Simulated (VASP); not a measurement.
# ZnSe (CsCl type) (Pm-3m) in VASP: further runs

ZnSe (CsCl type) is run at these levels: PBE; tasks: single point, relaxation of cell and atoms.

Program: VASP 6.6.1. These are calculated values, not measurements. Logs are shortened: lines on timing, memory, paths and dates and some standing lists are left out, and cuts for length are marked.

### Step 1. The cell of the first run

Symmetry: Pm-3m, No. 221, cubic system. Conventional cell: a = 3.213 Å, b = 3.213 Å, c = 3.213 Å, α = 90.00°, β = 90.00°, γ = 90.00°. Zn (site symmetry m-3m) has 8 Se at 2.78 Å and 6 Zn at 3.21 Å within 3.7 Å. Within 3.7 Å of Se (site symmetry m-3m) lie 8 Zn at 2.78 Å and 6 Se at 3.21 Å.

### Step 2. Single point, PBE (16.59 Å³/atom)

Contents of INCAR:

```
PREC     = Accurate       # precision mode
ENCUT    = 520            # plane-wave cutoff, eV
EDIFF    = 1E-6           # SCF threshold, eV
ISMEAR   = -1             # smearing method
SIGMA    = 0.08           # smearing width, eV
LREAL    = False          # projectors in reciprocal space
LASPH    = True           # aspherical terms in the spheres
NELM     = 80             # most SCF steps
ALGO     = Normal         # electronic algorithm
ISIF     = 2              # what is computed and relaxed
LWAVE    = False          # write WAVECAR
LCHARG   = False          # write CHGCAR
GGA      = PE             # functional
NBANDS   = 16             # bands
```

Contents of KPOINTS:

```
Automatic mesh
0
Gamma
  15 15 15
```

Contents of POSCAR:

```
ZnSe
1.0
    3.2134233900      0.0000000000      0.0000000000
    0.0000000000      3.2134233900      0.0000000000
    0.0000000000      0.0000000000      3.2134233900
Zn Se
1 1
Direct
    0.0000000000      0.0000000000      0.0000000000
    0.5000000000      0.5000000000      0.5000000000
```

Potentials or basis: VASP PAW PBE potentials, release 64 (Zn, Se).

Run with:

```bash
> cat potpaw_PBE.64/Zn/POTCAR potpaw_PBE.64/Se/POTCAR > POTCAR
> mpirun -np 1 vasp_std > vasp.out
```

OUTCAR:

```text
PREC = Accurate
   ENCUT = 520
   EDIFF = 1E-6
   ISMEAR = -1
   LREAL = False
   LASPH = True
   NELM = 80
   ISIF = 2
   GGA = PE

 ion  position               nearest neighbor table
   1  0.000  0.000  0.000-   2 2.78   2 2.78   2 2.78   2 2.78   2 2.78   2 2.78   2 2.78   2 2.78

   2  0.500  0.500  0.500-   1 2.78   1 2.78   1 2.78   1 2.78   1 2.78   1 2.78   1 2.78   1 2.78

  LATTYP: Found a simple cubic cell.
 ALAT       =     3.2134233900

  Lattice vectors:

 A1 = (   3.2134233900,   0.0000000000,   0.0000000000)
 A2 = (   0.0000000000,   3.2134233900,   0.0000000000)
 A3 = (   0.0000000000,   0.0000000000,   3.2134233900)

Analysis of symmetry for initial positions (statically):
=====================================================================
 Subroutine PRICEL returns:
 Original cell was already a primitive cell.

 Routine SETGRP: Setting up the symmetry group for a
 simple cubic supercell.

 Subroutine GETGRP returns: Found 48 space group operations
 (whereof 48 operations were pure point group operations)
 out of a pool of 48 trial point group operations.

The static configuration has the point symmetry O_h .

Analysis of symmetry for dynamics (positions and initial velocities):
=====================================================================
 Subroutine PRICEL returns:
 Original cell was already a primitive cell.

 Routine SETGRP: Setting up the symmetry group for a
 simple cubic supercell.

 Subroutine GETGRP returns: Found 48 space group operations
 (whereof 48 operations were pure point group operations)
 out of a pool of 48 trial point group operations.

The dynamic configuration has the point symmetry O_h .

 Subroutine INISYM returns: Found 48 space group operations
 (whereof 48 operations are pure point group operations),
 and found     1 'primitive' translations

----------------------------------------------------------------------------------------

                                     Primitive cell

  volume of cell :      33.1821

  direct lattice vectors                    reciprocal lattice vectors
     3.213423390  0.000000000  0.000000000     0.311194598  0.000000000  0.000000000
     0.000000000  3.213423390  0.000000000     0.000000000  0.311194598  0.000000000
     0.000000000  0.000000000  3.213423390     0.000000000  0.000000000  0.311194598

  length of vectors
     3.213423390  3.213423390  3.213423390     0.311194598  0.311194598  0.311194598

  position of ions in fractional coordinates (direct lattice)
     0.000000000  0.000000000  0.000000000
     0.500000000  0.500000000  0.500000000

  ion indices of the primitive-cell ions
   primitive index   ion index
                 1           1
                 2           2

----------------------------------------------------------------------------------------

 KPOINTS: Automatic mesh

Automatic generation of k-mesh.
 Grid dimensions read from file:
 generate k-points for:   15   15   15

 Generating k-lattice:

  Cartesian coordinates                     Fractional coordinates (reciprocal lattice)
     0.020746307  0.000000000  0.000000000     0.066666667  0.000000000  0.000000000
     0.000000000  0.020746307  0.000000000     0.000000000  0.066666667  0.000000000
     0.000000000  0.000000000  0.020746307     0.000000000  0.000000000  0.066666667

  Length of vectors
     0.020746307  0.020746307  0.020746307

  Shift w.r.t. Gamma in fractional coordinates (k-lattice)
     0.000000000  0.000000000  0.000000000

 Subroutine IBZKPT returns following result:
 ===========================================

 Found    120 irreducible k-points:

 Following reciprocal coordinates:
            Coordinates               Weight
  0.000000  0.000000  0.000000      1.000000
  0.066667  0.000000  0.000000      6.000000
  0.133333  0.000000  0.000000      6.000000
  0.200000  0.000000  0.000000      6.000000
  0.266667  0.000000  0.000000      6.000000
  0.333333  0.000000  0.000000      6.000000
[... 16 lines left out ...]
  0.266667  0.200000  0.000000     24.000000
  0.333333  0.200000  0.000000     24.000000
 [... further k-points ...]
   k-points           NKPTS =    120   k-points in BZ     NKDIM =    120   number of bands    NBANDS=     16
   number of dos      NEDOS =    301   number of ions     NIONS =      2
   total plane-waves  NPLWV =  13824
   dimension x,y,z NGX =    24 NGY =   24 NGZ =   24
   dimension x,y,z NGXF=    48 NGYF=   48 NGZF=   48
   ions per type =               1   1
   NGX,Y,Z   is equivalent  to a cutoff of  12.42, 12.42, 12.42 a.u.
   NGXF,Y,Z  is equivalent  to a cutoff of  24.83, 24.83, 24.83 a.u.
 SYSTEM =  unknown system
   PREC   = accura    normal or accurate (medium, high low for compatibility)
   ISTART =      0    job   : 0-new  1-cont  2-samecut
   ICHARG =      2    charge: 1-file 2-atom 10-const
   ISPIN  =      1    spin polarized calculation?
   LNONCOLLINEAR =      F non collinear calculations
   LSORBIT =      F    spin-orbit coupling
   LASPH  =      T    aspherical Exc in radial PAW
   ENCUT  =  520.0 eV  38.22 Ry    6.18 a.u.   5.97  5.97  5.97*2*pi/ulx,y,z
   NELM   =     80;   NELMIN=  2; NELMDL= -5     # of ELM steps
   EDIFF  = 0.1E-05   stopping-criterion for ELM
   LREAL  =      F    real-space projection
   EDIFFG = 0.1E-04   stopping-criterion for IOM
   NSW    =      0    number of steps for IOM
   IBRION =     -1    ionic relax: 0-MD 1-quasi-New 2-CG
   NFREE  =      0    steps in history (QN), initial steepest desc. (CG)
   ISIF   =      2    stress and relaxation
   ISYM   =      2    0-nonsym 1-usesym 2-fastsym
   POTIM  = 0.5000    time-step for ionic-motion
   TEBEG  =    0.0;   TEEND  =   0.0 temperature during run
   PSTRESS=    0.0 pullay stress
   NELECT =      18.0000    total number of electrons
   NUPDOWN=      -1.0000    fix difference up-down
   EMIN   =  10.00;   EMAX   =-10.00  energy-range for DOS
   EFERMI =   0.00;   METHOD = LEGACY
   ISMEAR =    -1;   SIGMA  =   0.08  broadening in eV -4-tet -1-fermi 0-gaus
   EFERMI_NEDOS =   21; number of points for ismear=-14 and -15
   IALGO  =     38    algorithm
   IMIX   =      4    mixing-type and parameters
     AMIX     =   0.40;   BMIX     =  1.00
     AMIX_MAG =   1.60;   BMIX_MAG =  1.00
  volume/ion in A,a.u.               =      16.59       111.96
  Fermi-wavevector in a.u.,A,eV,Ry     =   1.335153  2.523073 24.254203  1.782634
  Thomas-Fermi vector in A             =   2.463879
   LORBIT       =      0    0 simple, 1 ext, 2 COOP (PROOUT), +10 PAW based schemes
   GGA     = PE    functional components
   LHFCALC =     F    Hartree Fock is set to
   AEXX    =    0.0000 exact exchange contribution
   IVDW    =     0    specifies the selected vdW correction
   LEPSILON=     F    determine dielectric tensor
   LRPA    =     F    only Hartree local field effects (RPA)
 non-spin polarized calculation
  energy-cutoff  :      520.00
  volume of cell :       33.18
 maximum number of plane-waves:       922
 NGX is ok and might be reduce to    24
   NGX = 11   NGY = 11   NGZ = 11

 number of electron      18.0000034 magnetization

 Free energy of the ion-electron system (eV)
  ---------------------------------------------------
  ext. energy  EPLUGINS =         0.00000000
  ---------------------------------------------------
  free energy    TOTEN  =        -4.21980559 eV

  energy without entropy =       -4.19629473  energy(sigma->0) =       -4.20805016

 E-fermi :   5.1549     XC(G=0): -11.3051

 val. band max:        5.1177047090   @ k =   0.0667   0.0000   0.0000
 cond. band min:       5.1693336141   @ k =   0.4667   0.1333   0.0667
 fundamental gap:      0.0516289051
 Fermi energy:         5.1549128850

 k-point     1 :       0.0000    0.0000    0.0000
  band No.  band energies     occupation
      1     -10.2975      2.00000
      2      -2.2161      2.00000
      3      -2.2161      2.00000
      4      -1.8272      2.00000
      5      -1.8272      2.00000
      6      -1.8272      2.00000
[... 8 lines left out ...]
     15      17.3484      0.00000
     16      21.3615      0.00000

 k-point     2 :       0.0667    0.0000    0.0000
  band No.  band energies     occupation
      1     -10.2500      2.00000
      2      -2.2133      2.00000
      3      -2.2122      2.00000
      4      -1.8387      2.00000
      5      -1.8387      2.00000
      6      -1.8264      2.00000
[... 8 lines left out ...]
     15      17.0503      0.00000
     16      21.3926      0.00000

 k-point     3 :       0.1333    0.0000    0.0000
  band No.  band energies     occupation
      1     -10.1102      2.00000
      2      -2.2076      2.00000
      3      -2.2052      2.00000
      4      -1.8706      2.00000
      5      -1.8706      2.00000
      6      -1.8244      2.00000
[... 8 lines left out ...]
     15      16.3809      0.00000
     16      21.2135      0.00000

 k-point     4 :       0.2000    0.0000    0.0000
  band No.  band energies     occupation
      1      -9.8871      2.00000
      2      -2.2285      2.00000
      3      -2.1933      2.00000
      4      -1.9161      2.00000
      5      -1.9161      2.00000
      6      -1.8213      2.00000
[... 8 lines left out ...]
     15      15.9824      0.00000
     16      19.7777      0.00000

 k-point     5 :       0.2667    0.0000    0.0000
  band No.  band energies     occupation
      1      -9.5990      2.00000
      2      -2.3409      2.00000
      3      -2.1796      2.00000
      4      -1.9662      2.00000
      5      -1.9662      2.00000
      6      -1.8178      2.00000
[... 8 lines left out ...]
     15      16.8549      0.00000
     16      18.5025      0.00000

 k-point     6 :       0.3333    0.0000    0.0000
  band No.  band energies     occupation
      1      -9.2796      2.00000
      2      -2.6498      2.00000
      3      -2.1665      2.00000
      4      -2.0123      2.00000
      5      -2.0123      2.00000
      6      -1.8144      2.00000
[... 8 lines left out ...]
     15      17.4142      0.00000
     16      18.6906      0.00000
[... 267 lines left out ...]
 k-point    21 :       0.4667    0.1333    0.0000
  band No.  band energies     occupation
      1      -8.6579      2.00000
      2      -3.1862      2.00000
      3      -2.1204      2.00000
      4      -2.0550      2.00000
      5      -2.0464      2.00000
      6      -1.8340      2.00000
[... 8 lines left out ...]
     15      17.8362      0.00000
     16      20.2291      0.00000

 k-point    22 :       0.2000    0.2000    0.0000
  band No.  band energies     occupation
      1      -9.4959      2.00000
      2      -2.2315      2.00000
      3      -2.1349      2.00000
      4      -1.9970      2.00000
      5      -1.9230      2.00000
      6      -1.8687      2.00000
[... 8 lines left out ...]
     15      16.9715      0.00000
     16      18.5342      0.00000

 k-point    23 :       0.2667    0.2000    0.0000
  band No.  band energies     occupation
      1      -9.2239      2.00000
      2      -2.3020      2.00000
      3      -2.1133      2.00000
      4      -2.0086      2.00000
      5      -1.9503      2.00000
      6      -1.8724      2.00000
[... 8 lines left out ...]
     15      17.5352      0.00000
     16      18.2973      0.00000

 k-point    24 :       0.3333    0.2000    0.0000
  band No.  band energies     occupation
      1      -8.9256      2.00000
      2      -2.4669      2.00000
      3      -2.1018      2.00000
      4      -2.0066      2.00000
      5      -1.9835      2.00000
      6      -1.8678      2.00000
[... 8 lines left out ...]
     15      18.4276      0.00000
     16      18.9918      0.00000

 [... further k-points ...]

------------------------ aborting loop because EDIFF is reached ----------------------------------------

  FORCE on cell =-STRESS in cart. coord.  units (eV):
  Direction    XX          YY          ZZ          XY          YZ          ZX
  --------------------------------------------------------------------------------------
  -------------------------------------------------------------------------------------
  Total        2.3023030      2.3023030      2.3023030      0.0000000      0.0000000     -0.0000000
  in kB      111.1652915    111.1652915    111.1652915      0.0000000      0.0000000     -0.0000000
  external PRESSURE =     111.1652915 kB  Pullay stress =       0.0000000 kB

 VOLUME and BASIS-vectors are now :
 -----------------------------------------------------------------------------
  energy-cutoff  :      520.00
  volume of cell :       33.18
      direct lattice vectors                 reciprocal lattice vectors
     3.213423390  0.000000000  0.000000000     0.311194598  0.000000000  0.000000000
     0.000000000  3.213423390  0.000000000     0.000000000  0.311194598  0.000000000
     0.000000000  0.000000000  3.213423390     0.000000000  0.000000000  0.311194598

 POSITION                                       TOTAL-FORCE (eV/Angst)
 -----------------------------------------------------------------------------------
      0.00000      0.00000      0.00000         0.000000      0.000000      0.000000
      1.60671      1.60671      1.60671         0.000000      0.000000      0.000000
 -----------------------------------------------------------------------------------
    total drift:                                0.000000      0.000000      0.000000

  FREE ENERGIE OF THE ION-ELECTRON SYSTEM (eV)
  ---------------------------------------------------
  free  energy   TOTEN  =        -4.2198055901 eV

  energy  without entropy=       -4.1962947264  energy(sigma->0) =       -4.20805016
```

Wall time 49 s (1 thread of Intel Xeon 8259CL, shared host); peak memory 0.19 GiB.

What came out:

| Quantity | Value |
| --- | --- |
| Free energy | -4.2198 eV |
| Pressure | 11.1 GPa |
| Band gap on the k mesh | zero (bands 9 and 10 overlap by 1.81 eV) |

Caveat: the cell stands under pressure.

### Step 3. Single point, PBE (17.72 Å³/atom)

This run uses another cell than the first one, of 17.72 Å³/atom.

Contents of INCAR:

```
SYSTEM = ZnSe
PREC = Accurate ; ENCUT = 520
EDIFF = 1E-6 ; ISMEAR = -1
SIGMA = 0.08 ; LREAL = .FALSE.
LASPH = .TRUE. ; NELM = 100
ALGO = Normal ; ISIF = 2
LWAVE = .FALSE. ; LCHARG = .FALSE.
GGA = PE ; NBANDS = 16
```

Contents of KPOINTS:

```
Automatic mesh
0
G
  15 15 15
  0 0 0
```

Contents of POSCAR:

```
ZnSe
1.0
    3.2848560637      0.0000000000      0.0000000000
    0.0000000000      3.2848560637      0.0000000000
    0.0000000000      0.0000000000      3.2848560637
Zn Se
1 1
Direct
    0.0000000000      0.0000000000      0.0000000000
    0.5000000000      0.5000000000      0.5000000000
```

Potentials or basis: VASP PAW PBE potentials, release 64 (Zn, Se).

Run with:

```bash
> cat potpaw_PBE.64/Zn/POTCAR potpaw_PBE.64/Se/POTCAR > POTCAR
> mpirun -np 1 vasp_std > vasp.out
```

Run time: 53 s. Hardware: 1 thread of Intel Xeon 8259CL, shared host; peak memory 0.19 GiB.

Results (log left out):

```yaml
Free_energy: -4.3287 eV
Pressure: 4.7 GPa
Band_gap_on_the_k_mesh: zero (bands 9 and 10 overlap by 1.66 eV)
```

Levels at points of the mesh, in eV from the Fermi level:
```
           k point  band 5  band 6  band 7  band 8  band 9  band 10  band 11  band 12  band 13  band 14
(0.00, 0.00, 0.00)   -6.85   -6.85   -1.24   -1.24   -1.24    -1.04     5.76     5.76    11.57    11.57
```

Caveat: the cell stands under pressure.

(Part 1 of 2 ends here.)

The gap in the log of VASP goes by the Fermi energy; the results here count the filled bands.